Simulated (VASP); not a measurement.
## SrHfO: single point with PBE

The system is SrHfO.

```xyz
3
Lattice="3.8275 0.0000 0.0000 0.0000 3.8275 0.0000 0.0000 0.0000 4.2266" Properties=species:S:1:pos:R:3 pbc="T T T"
Sr    1.9137    1.9137    0.0000
Hf    0.0000    0.0000    2.1133
O     0.0000    0.0000    0.0000
```

The cell was generated, and may not be a known phase.

* Program: VASP 6.6.1
* Task: single point
* Functional: PBE
* Potentials or basis: VASP PAW PBE potentials, release 64 (Sr_sv, Hf_pv, O)
* Cutoff: 520 eV
* k mesh: 12 × 12 × 12
* Occupations: gaussian, width 0.1 eV
* Spin: no spin polarisation

The pressure is -0.4 GPa. The band gap on the k mesh is zero (bands 13 and 14 overlap by 1.13 eV).

Stress tensor (GPa, compression positive):
```
 0.10  0.00  0.00
 0.00  0.10  0.00
 0.00  0.00 -1.33
```

Levels at points of the mesh, in eV from the Fermi level:
```
           k point  band 9  band 10  band 11  band 12  band 13  band 14  band 15  band 16  band 17  band 18
(0.00, 0.00, 0.00)   -4.71    -4.62    -4.62    -4.25    -1.46     1.08     1.08     1.98     2.99     3.69
(0.50, 0.00, 0.00)   -5.83    -5.23    -4.77    -1.69    -0.59     0.50     1.36     1.74     3.25     3.26
(0.50, 0.50, 0.00)   -4.85    -4.85    -4.62    -1.64    -0.57    -0.57     2.25     2.61     2.61     3.42
(0.00, 0.00, 0.50)   -7.40    -5.15    -5.15    -2.80    -0.41     1.32     1.40     2.48     3.39     3.39
(0.50, 0.00, 0.50)   -7.48    -6.36    -5.77    -2.30     0.49     0.83     1.93     3.16     3.54     4.67
(0.50, 0.50, 0.50)   -7.30    -5.40    -5.40    -0.27     0.05     0.05     2.62     2.62     3.36     3.48
```

It took 2.5 min on 1 thread of Intel(R) Xeon(R) Platinum 8488C (Sapphire Rapids), with other jobs on the host, peak memory 0.37 GiB.

Caveat: spin-orbit coupling is left out, which moves the levels of the heavy elements.
